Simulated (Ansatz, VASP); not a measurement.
## Two plane-wave programs on Ta3N

Contents of INCAR:

```
SYSTEM = Ta3N
ALGO = Normal ; EDIFF = 1E-7
EDIFFG = -0.01 ; ENCUT = 600
GGA = CA ; IBRION = 2
ISIF = 3 ; ISMEAR = -1
LASPH = .TRUE. ; LCHARG = .FALSE.
LREAL = .FALSE. ; LWAVE = .FALSE.
NELM = 100 ; NSW = 60
PREC = Accurate ; SIGMA = 0.05
```

Contents of KPOINTS:

```
k-points
0
G
  7 7 3
  0 0 0
```

POSCAR

```
Ta3N
1.0
    3.0322239879      0.0000000000      0.0000000000
   -1.5161119940      2.6259830035      0.0000000000
    0.0000000000      0.0000000000      7.5241370000
Ta N
3 1
Direct
    0.6666666667      0.3333333333      0.8260700000
    0.3333333333      0.6666666667      0.1739300000
    0.0000000000      0.0000000000      0.5000000000
    0.0000000000      0.0000000000      0.0000000000
```

Contents of input.yaml:

```yaml
crystal:
  lattice:
    - [3.0322239879, 0.0, 0.0]
    - [-1.516111994, 2.6259830035, 0.0]
    - [0.0, 0.0, 7.524137]
  atoms:
    - { symbol: Ta, position: [0.6666666667, 0.3333333333, 0.82607] }
    - { symbol: Ta, position: [0.3333333333, 0.6666666667, 0.17393] }
    - { symbol: Ta, position: [0.0, 0.0, 0.5] }
    - { symbol: "N", position: [0.0, 0.0, 0.0] }
hamiltonian:
  xc: lda
  pseudopotentials: { kind: paw }
kpoints:
  mp_grid: { grid: [7, 7, 3] }
scf:
  occupations: { method: fermi_dirac, width: 0.05 }
output:
  forces: true
  stress: true
  eigenvalues: true
relax:
  f_tol: 0.01
  max_steps: 40
  cell: { stress_tol: 0.05 }
```

Alike in both runs: task relaxation of cell and atoms; functional LDA; k mesh 7 × 7 × 3; occupations fermi-dirac, width 0.05 eV; no spin polarisation.

|  | VASP | Ansatz |
| --- | --- | --- |
| version | VASP 6.6.1 | Ansatz 0.2.0 |
| potentials or method | VASP PAW LDA potentials, release 64 (Ta_pv, N) | Ansatz PAW |
| plane-wave cutoff (eV) | 600 | 420 |
| valence electrons in the cell | 38 | 44 |

VASP gave:

| Item | Value |
| --- | --- |
| gap on the k mesh at the Fermi level, each at its own relaxed structure (eV) | none |
| relaxed volume (Å³/atom) | 14.30 |
| relaxed cell length with the largest relative difference (Å) | 7.382 |

What did Ansatz give for the same quantities?

gap on the k mesh at the Fermi level, each at its own relaxed structure (eV): none; relaxed volume (Å³/atom): 14.24; relaxed cell length with the largest relative difference (Å): 7.370.

LDA's correlation is that of Perdew and Zunger in VASP and of Perdew and Wang (1992) in Ansatz. A gap of «none» marks a metal or a gap that the smearing closes. VASP's potentials hold 38 valence electrons a cell and Ansatz's 44, so a difference there can come from the potentials and not from the codes.

Spin-orbit coupling is off throughout. Noted on Ansatz's run: the plane-wave basis is chosen anew once the cell has moved, so the energies of steps on either side of that aren't comparable.
